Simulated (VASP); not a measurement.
# BiTe (P6_3/mmc) in VASP: further runs

The runs below take BiTe through single point, relaxation of cell and atoms, with PBE.

Program: VASP 6.6.1. These are calculated values, not measurements. Logs are shortened: lines on timing, memory, paths and dates and some standing lists are left out, and cuts for length are marked.

### Step 1. The cell of the first run

Symmetry: P6_3/mmc, No. 194, hexagonal system. Conventional cell: a = 4.254 Å, b = 4.254 Å, c = 17.097 Å, α = 90.00°, β = 90.00°, γ = 120.00°. Within 4.3 Å of Bi (site symmetry -3m) lie 6 Te at 3.23 Å and 6 Bi at 4.25 Å. Within 4.3 Å of Bi (site symmetry -6m2) lie 6 Te at 3.28 Å and 6 Bi at 4.25 Å. Within 4.4 Å of Te (site symmetry 3m) lie 6 Bi at 3.23 to 3.28 Å and 7 Te at 4.25 to 4.34 Å.

### Step 2. Single point, PBE

INCAR reads:

```
SYSTEM = BiTe
  ALGO = Normal
  EDIFF = 1E-6
  ENCUT = 520
  GGA = PE
  ISIF = 2
  ISMEAR = 0
  LASPH = .TRUE.
  LCHARG = .FALSE.
  LREAL = .FALSE.
  LWAVE = .FALSE.
  NBANDS = 52
  NELM = 60
  PREC = Accurate
  SIGMA = 0.1
```

KPOINTS reads:

```
k-points
0
G
  12 12 3
  0 0 0
```

POSCAR reads:

```
BiTe
1.0
    4.2538549128      0.0000000000      0.0000000000
   -2.1269274564      3.6839464185      0.0000000000
    0.0000000000      0.0000000000     17.0973321947
Bi Te
4 4
Direct
    0.0000000000      0.0000000000      0.0000000000
    0.3333333333      0.6666666667      0.2500000000
    0.0000000000      0.0000000000      0.5000000000
    0.6666666667      0.3333333333      0.7500000000
    0.6666666667      0.3333333333      0.1229896912
    0.6666666667      0.3333333333      0.3770103088
    0.3333333333      0.6666666667      0.6229896912
    0.3333333333      0.6666666667      0.8770103088
```

Potentials or basis: VASP PAW PBE potentials, release 64 (Bi_d, Te).

Started as:

```console
$ cat potpaw_PBE.64/Bi_d/POTCAR potpaw_PBE.64/Te/POTCAR > POTCAR
$ mpirun -np 1 vasp_std > vasp.out
```

OUTCAR:

```text
SYSTEM = BiTe
   EDIFF = 1E-6
   ENCUT = 520
   GGA = PE
   ISIF = 2
   ISMEAR = 0
   LASPH = .TRUE.
   LREAL = .FALSE.
   NELM = 60
   PREC = Accurate

 ion  position               nearest neighbor table
   1  0.000  0.000  0.000-   5 3.23   8 3.23   5 3.23   8 3.23   5 3.23   8 3.23
   2  0.333  0.667  0.250-   5 3.28   6 3.28   5 3.28   6 3.28   5 3.28   6 3.28
   3  0.000  0.000  0.500-   6 3.23   7 3.23   6 3.23   7 3.23   6 3.23   7 3.23
   4  0.667  0.333  0.750-   7 3.28   8 3.28   7 3.28   8 3.28   7 3.28   8 3.28
   5  0.667  0.333  0.123-   1 3.23   1 3.23   1 3.23   2 3.28   2 3.28   2 3.28
   6  0.667  0.333  0.377-   3 3.23   3 3.23   3 3.23   2 3.28   2 3.28   2 3.28
   7  0.333  0.667  0.623-   3 3.23   3 3.23   3 3.23   4 3.28   4 3.28   4 3.28
   8  0.333  0.667  0.877-   1 3.23   1 3.23   1 3.23   4 3.28   4 3.28   4 3.28

  LATTYP: Found a hexagonal cell.
 ALAT       =     4.2538549128
 C/A-ratio  =     4.0192560737

  Lattice vectors:

 A1 = (   4.2538549128,   0.0000000000,   0.0000000000)
 A2 = (  -2.1269274564,   3.6839464185,   0.0000000000)
 A3 = (   0.0000000000,   0.0000000000,  17.0973321947)

Analysis of symmetry for initial positions (statically):
=====================================================================
 Subroutine PRICEL returns:
 Original cell was already a primitive cell.

 Routine SETGRP: Setting up the symmetry group for a
 hexagonal supercell.

 Subroutine GETGRP returns: Found 24 space group operations
 (whereof 12 operations were pure point group operations)
 out of a pool of 24 trial point group operations.

The static configuration has the point symmetry D_3d.
 The point group associated with its full space group is D_6h.

Analysis of symmetry for dynamics (positions and initial velocities):
=====================================================================
 Subroutine PRICEL returns:
 Original cell was already a primitive cell.

 Routine SETGRP: Setting up the symmetry group for a
 hexagonal supercell.

 Subroutine GETGRP returns: Found 24 space group operations
 (whereof 12 operations were pure point group operations)
 out of a pool of 24 trial point group operations.

The dynamic configuration has the point symmetry D_3d.
 The point group associated with its full space group is D_6h.

 Subroutine INISYM returns: Found 24 space group operations
 (whereof 12 operations are pure point group operations),
 and found     1 'primitive' translations

----------------------------------------------------------------------------------------

                                     Primitive cell

  volume of cell :     267.9318

  direct lattice vectors                    reciprocal lattice vectors
     4.253854913  0.000000000  0.000000000     0.235080890  0.135724015  0.000000000
    -2.126927456  3.683946419  0.000000000     0.000000000  0.271448031  0.000000000
     0.000000000  0.000000000 17.097332195     0.000000000  0.000000000  0.058488657

  length of vectors
     4.253854913  4.253854913 17.097332195     0.271448031  0.271448031  0.058488657

  position of ions in fractional coordinates (direct lattice)
     0.000000000  0.000000000  0.000000000
     0.333333333  0.666666667  0.250000000
     0.000000000  0.000000000  0.500000000
     0.666666667  0.333333333  0.750000000
     0.666666667  0.333333333  0.122989691
     0.666666667  0.333333333  0.377010309
     0.333333333  0.666666667  0.622989691
     0.333333333  0.666666667  0.877010309

  ion indices of the primitive-cell ions
   primitive index   ion index
                 1           1
                 2           2
                 3           3
                 4           4
                 5           5
                 6           6
                 7           7
                 8           8

----------------------------------------------------------------------------------------

 KPOINTS: k-points

Automatic generation of k-mesh.
 Grid dimensions read from file:
 generate k-points for:   12   12    3

 Generating k-lattice:

  Cartesian coordinates                     Fractional coordinates (reciprocal lattice)
     0.019590074  0.011310335  0.000000000     0.083333333 -0.000000000  0.000000000
     0.000000000  0.022620669  0.000000000     0.000000000  0.083333333  0.000000000
     0.000000000  0.000000000  0.019496219     0.000000000  0.000000000  0.333333333

  Length of vectors
     0.022620669  0.022620669  0.019496219

  Shift w.r.t. Gamma in fractional coordinates (k-lattice)
     0.000000000  0.000000000  0.000000000

 Subroutine IBZKPT returns following result:
 ===========================================

 Found     38 irreducible k-points:

 Following reciprocal coordinates:
            Coordinates               Weight
  0.000000  0.000000  0.000000      1.000000
  0.083333  0.000000  0.000000      6.000000
  0.166667 -0.000000  0.000000      6.000000
  0.250000 -0.000000  0.000000      6.000000
  0.333333  0.000000  0.000000      6.000000
  0.416667 -0.000000  0.000000      6.000000
[... 16 lines left out ...]
  0.250000 -0.000000  0.333333     12.000000
  0.333333  0.000000  0.333333     12.000000
 [... further k-points ...]
   k-points           NKPTS =     38   k-points in BZ     NKDIM =     38   number of bands    NBANDS=     52
   number of dos      NEDOS =    301   number of ions     NIONS =      8
   total plane-waves  NPLWV = 131072
   dimension x,y,z NGX =    32 NGY =   32 NGZ =  128
   dimension x,y,z NGXF=    64 NGYF=   64 NGZF=  256
   ions per type =               4   4
   NGX,Y,Z   is equivalent  to a cutoff of  12.51, 12.51, 12.45 a.u.
   NGXF,Y,Z  is equivalent  to a cutoff of  25.01, 25.01, 24.89 a.u.
 SYSTEM =  BiTe
   PREC   = accura    normal or accurate (medium, high low for compatibility)
   ISTART =      0    job   : 0-new  1-cont  2-samecut
   ICHARG =      2    charge: 1-file 2-atom 10-const
   ISPIN  =      1    spin polarized calculation?
   LNONCOLLINEAR =      F non collinear calculations
   LSORBIT =      F    spin-orbit coupling
   LASPH  =      T    aspherical Exc in radial PAW
   ENCUT  =  520.0 eV  38.22 Ry    6.18 a.u.   7.91  7.91 31.79*2*pi/ulx,y,z
   NELM   =     60;   NELMIN=  2; NELMDL= -5     # of ELM steps
   EDIFF  = 0.1E-05   stopping-criterion for ELM
   LREAL  =      F    real-space projection
[... 7 lines left out ...]
   TEBEG  =    0.0;   TEEND  =   0.0 temperature during run
   PSTRESS=    0.0 pullay stress
   NELECT =      84.0000    total number of electrons
   NUPDOWN=      -1.0000    fix difference up-down
   EMIN   =  10.00;   EMAX   =-10.00  energy-range for DOS
   EFERMI =   0.00;   METHOD = LEGACY
   ISMEAR =     0;   SIGMA  =   0.10  broadening in eV -4-tet -1-fermi 0-gaus
   EFERMI_NEDOS =   21; number of points for ismear=-14 and -15
   IALGO  =     38    algorithm
   IMIX   =      4    mixing-type and parameters
     AMIX     =   0.40;   BMIX     =  1.00
     AMIX_MAG =   1.60;   BMIX_MAG =  1.00
  volume/ion in A,a.u.               =      33.49       226.01
  Fermi-wavevector in a.u.,A,eV,Ry     =   1.112141  2.101642 16.828467  1.236857
  Thomas-Fermi vector in A             =   2.248712
   LORBIT       =      0    0 simple, 1 ext, 2 COOP (PROOUT), +10 PAW based schemes
   GGA     = PE    functional components
   LHFCALC =     F    Hartree Fock is set to
   AEXX    =    0.0000 exact exchange contribution
   IVDW    =     0    specifies the selected vdW correction
   LEPSILON=     F    determine dielectric tensor
   LRPA    =     F    only Hartree local field effects (RPA)
 non-spin polarized calculation
 Gauss-broadening in eV      SIGMA  =   0.10
  energy-cutoff  :      520.00
  volume of cell :      267.93
 maximum number of plane-waves:      7260
 NGX is ok and might be reduce to    32

 number of electron      84.0000006 magnetization

 Free energy of the ion-electron system (eV)
  ---------------------------------------------------
  ext. energy  EPLUGINS =         0.00000000
  ---------------------------------------------------
  free energy    TOTEN  =       -28.64989748 eV

  energy without entropy =      -28.62739497  energy(sigma->0) =      -28.63864623

 E-fermi :   6.7149     XC(G=0):  -9.5148

 val. band max:        6.7068484963   @ k =   0.4167   0.1667   0.0000
 cond. band min:       6.7204072884   @ k =   0.4167   0.1667   0.3333
 fundamental gap:      0.0135587921
 Fermi energy:         6.7148681959

 k-point     1 :       0.0000    0.0000    0.0000
  band No.  band energies     occupation
      1     -16.5344      2.00000
      2     -16.5340      2.00000
      3     -16.5291      2.00000
      4     -16.5287      2.00000
      5     -16.5281      2.00000
      6     -16.5281      2.00000
[... 44 lines left out ...]
     51       8.8059      0.00000
     52       9.8050      0.00000

 k-point     2 :       0.0833    0.0000    0.0000
  band No.  band energies     occupation
      1     -16.5337      2.00000
      2     -16.5334      2.00000
      3     -16.5291      2.00000
      4     -16.5287      2.00000
      5     -16.5282      2.00000
      6     -16.5281      2.00000
[... 44 lines left out ...]
     51       9.2240      0.00000
     52       9.5493      0.00000

 k-point     3 :       0.1667   -0.0000    0.0000
  band No.  band energies     occupation
      1     -16.5327      2.00000
      2     -16.5325      2.00000
      3     -16.5304      2.00000
      4     -16.5303      2.00000
      5     -16.5272      2.00000
      6     -16.5271      2.00000
[... 44 lines left out ...]
     51       9.4554      0.00000
     52       9.9275      0.00000
[... 1046 lines left out ...]
 k-point    23 :       0.2500   -0.0000    0.3333
  band No.  band energies     occupation
      1     -16.5345      2.00000
      2     -16.5345      2.00000
      3     -16.5302      2.00000
      4     -16.5300      2.00000
      5     -16.5273      2.00000
      6     -16.5271      2.00000
[... 44 lines left out ...]
     51       9.7685      0.00000
     52       9.9403      0.00000

 k-point    24 :       0.3333    0.0000    0.3333
  band No.  band energies     occupation
      1     -16.5375      2.00000
      2     -16.5375      2.00000
      3     -16.5303      2.00000
      4     -16.5299      2.00000
      5     -16.5277      2.00000
      6     -16.5275      2.00000
[... 44 lines left out ...]
     51       9.7386      0.00000
     52      10.0950      0.00000

 [... further k-points ...]

------------------------ aborting loop because EDIFF is reached ----------------------------------------

  FORCE on cell =-STRESS in cart. coord.  units (eV):
  Direction    XX          YY          ZZ          XY          YZ          ZX
  --------------------------------------------------------------------------------------
  -------------------------------------------------------------------------------------
  Total       -0.0531057     -0.0531057     -0.0476763      0.0000000      0.0000000      0.0000000
  in kB       -0.3175612     -0.3175612     -0.2850946      0.0000000      0.0000000      0.0000000
  external PRESSURE =      -0.3067390 kB  Pullay stress =       0.0000000 kB

 VOLUME and BASIS-vectors are now :
 -----------------------------------------------------------------------------
  energy-cutoff  :      520.00
  volume of cell :      267.93
      direct lattice vectors                 reciprocal lattice vectors
     4.253854913  0.000000000  0.000000000     0.235080890  0.135724015  0.000000000
    -2.126927456  3.683946419  0.000000000     0.000000000  0.271448031  0.000000000
     0.000000000  0.000000000 17.097332195     0.000000000  0.000000000  0.058488657

 POSITION                                       TOTAL-FORCE (eV/Angst)
 -----------------------------------------------------------------------------------
      0.00000      0.00000      0.00000        -0.000000      0.000000      0.000000
     -0.00000      2.45596      4.27433        -0.000000     -0.000000     -0.000000
      0.00000      0.00000      8.54867        -0.000000      0.000000      0.000000
      2.12693      1.22798     12.82300         0.000000      0.000000     -0.000000
      2.12693      1.22798      2.10280         0.000000      0.000000      0.000526
      2.12693      1.22798      6.44587         0.000000      0.000000     -0.000526
     -0.00000      2.45596     10.65146        -0.000000     -0.000000      0.000526
     -0.00000      2.45596     14.99454        -0.000000      0.000000     -0.000526
 -----------------------------------------------------------------------------------
    total drift:                                0.000000      0.000000      0.000000

  FREE ENERGIE OF THE ION-ELECTRON SYSTEM (eV)
  ---------------------------------------------------
  free  energy   TOTEN  =       -28.6498974845 eV

  energy  without entropy=      -28.6273949683  energy(sigma->0) =      -28.63864623
```

Run time: 10 min. Hardware: 1 thread of Intel Xeon Platinum 8124M at 3.00GHz (Skylake/Cascade Lake), shared host; peak memory 0.6 GiB.

Results:

| Quantity | Value |
| --- | --- |
| Free energy | -28.6499 eV |
| Pressure | 0.0 GPa |
| Band gap on the k mesh | zero (bands 42 and 43 overlap by 1.14 eV) |

Levels at points of the mesh, in eV from the Fermi level:
| k point | band 40 | band 41 | band 42 | band 43 | band 44 | band 45 |
| --- | --- | --- | --- | --- | --- | --- |
| (0.00, 0.00, 0.00) | -0.95 | 0.26 | 0.33 | 0.33 | 1.19 | 1.19 |
| (0.50, 0.00, 0.00) | -1.60 | -1.58 | -0.76 | -0.36 | 0.69 | 1.41 |

Caveat: spin-orbit coupling is left out, which moves the levels of the heavy elements.

### Step 3. Relaxation of cell and atoms, PBE

This run uses another cell than the first one: it holds 4 atoms, not 8.

INCAR reads:

```
PREC     = Accurate       # precision mode
ENCUT    = 600            # plane-wave cutoff, eV
EDIFF    = 1E-6           # SCF threshold, eV
ISMEAR   = 0              # smearing method
SIGMA    = 0.1            # smearing width, eV
LREAL    = False          # projectors in reciprocal space
LASPH    = True           # aspherical terms in the spheres
NELM     = 60             # most SCF steps
ALGO     = Normal         # electronic algorithm
ISIF     = 3              # what is computed and relaxed
LWAVE    = False          # write WAVECAR
LCHARG   = False          # write CHGCAR
GGA      = PE             # functional
IBRION   = 2              # ionic algorithm
NSW      = 65             # ionic steps
EDIFFG   = -0.01          # ionic threshold
```

KPOINTS reads:

```
regular mesh
0
Gamma
  12 12 6
```

POSCAR reads:

```
BiTe
1.0
    4.5975092998      0.0000000000      0.0000000000
   -2.2987546499      3.9815598478      0.0000000000
    0.0000000000      0.0000000000      7.5143415223
Bi Te
2 2
Direct
    0.0000000000      0.0000000000      0.0000000000
    0.0000000000      0.0000000000      0.5000000000
    0.3333333333      0.6666666667      0.2500000000
    0.6666666667      0.3333333333      0.7500000000
```

Potentials or basis: VASP PAW PBE potentials, release 64 (Bi_d, Te).

Started as:

```console
$ cat potpaw_PBE.64/Bi_d/POTCAR potpaw_PBE.64/Te/POTCAR > POTCAR
$ mpirun -np 1 vasp_std > vasp.out
```

Wall time 24 min (1 thread of Intel Xeon Platinum 8124M at 3.00GHz (Skylake/Cascade Lake), shared host); peak memory 0.52 GiB.

It converged, with:

```
Free energy                           : -14.1664 eV
Relaxed volume                        : 35.39 Å³/atom
Relaxed cell                          : a = 4.673 Å, b = 4.673 Å, c = 7.483 Å, α = 90.00°, β = 90.00°, γ = 120.00°
Space group after relaxing (to 0.1 Å) : P6_3/mmc (No. 194)
Energy gained by relaxing             : 3.8 meV/atom
Ionic steps                           : 11
Pressure after relaxing               : 0.0 GPa
Band gap on the k mesh                : zero (bands 21 and 22 overlap by 2.29 eV)
```

Step by step:
```tsv
step	energy change (eV)	largest force (eV/Å)	pressure (GPa)	volume (Å³)
1	0.0000	0.0000	1.28	137.55
2	-0.0111	0.0000	-0.57	143.08
3	-0.0144	0.0000	0.01	141.24
4	-0.0144	0.0000	-0.01	141.32
5	-0.0144	0.0000	-0.02	141.34
6	-0.0147	0.0000	-0.02	141.40
7	-0.0150	0.0000	-0.02	141.52
8	-0.0151	0.0000	-0.04	141.74
9	-0.0152	0.0000	-0.04	141.66
10	-0.0148	0.0000	0.20	140.94
11	-0.0152	0.0000	0.00	141.54
```

Final structure:
```
Bi Te
1.0
     4.67340    0.00000    0.00000
    -2.33670    4.04728    0.00000
     0.00000    0.00000    7.48322
Bi Te
2 2
Direct
  0.00000 0.00000 0.00000
  0.00000 0.00000 0.50000
  0.33333 0.66667 0.25000
  0.66667 0.33333 0.75000
```

Levels at points of the mesh, in eV from the Fermi level:
| k point | band 19 | band 20 | band 21 | band 22 | band 23 | band 24 |
| --- | --- | --- | --- | --- | --- | --- |
| (0.00, 0.00, 0.00) | -1.94 | -1.75 | -1.48 | 0.16 | 0.16 | 1.03 |
| (0.50, 0.00, 0.00) | -1.85 | -1.82 | -1.09 | -0.60 | 1.14 | 2.68 |
| (0.00, 0.00, 0.50) | -2.39 | -2.39 | 0.51 | 0.51 | 0.51 | 0.51 |
| (0.50, 0.00, 0.50) | -3.14 | -3.14 | 0.84 | 0.84 | 1.58 | 1.58 |

Caveat: spin-orbit coupling is left out, which moves the levels of the heavy elements.
